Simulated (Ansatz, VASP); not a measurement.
SnPb2O3: VASP beside Ansatz

```
CELL_PARAMETERS angstrom
3.98710 0.00000 0.00000
0.00000 3.98710 0.00000
0.00000 0.00000 16.40800
ATOMIC_POSITIONS crystal
Sn 0.00000 0.50000 0.74131
Sn 0.50000 0.00000 0.25869
Pb 0.00000 0.50000 0.07409
Pb 0.00000 0.50000 0.40125
Pb 0.50000 0.00000 0.92591
Pb 0.50000 0.00000 0.59875
O 0.00000 0.00000 0.67333
O 0.00000 0.00000 0.00000
O 0.00000 0.00000 0.32667
O 0.50000 0.50000 0.67333
O 0.50000 0.50000 0.00000
O 0.50000 0.50000 0.32667
```

Alike in both runs: task single point; functional PBE; k mesh 4 × 4 × 1; occupations gaussian, width 0.1 eV; no spin polarisation.

|  | VASP | Ansatz |
| --- | --- | --- |
| version | VASP 6.6.1 | Ansatz 0.2.0 |
| potentials or method | VASP PAW PBE potentials, release 64 (Sn_d, Pb_d, O), cutoff 520 eV | scalar-relativistic, plane waves, PAW |
| valence electrons in the cell | 120 | 120 |

VASP gave:

| Quantity | Value |
| --- | --- |
| gap on the k mesh at the Fermi level (eV) | 1.12 |
| least direct gap on the mesh (eV) | 1.12 |
| pressure (GPa) | 0.1 |
| rms of the force components (eV/Å) | 0.018 |

Q: Estimate Ansatz's values.

A: gap on the k mesh at the Fermi level (eV): 1.15; least direct gap on the mesh (eV): 1.15; pressure (GPa): 0.0; rms of the force components (eV/Å): 0.003.

Atom by atom the forces differ by 0.021 eV/Å (rms over components). The functional is the same, so the differences come from potentials, cutoffs and numerics.

Spin-orbit coupling is off throughout.
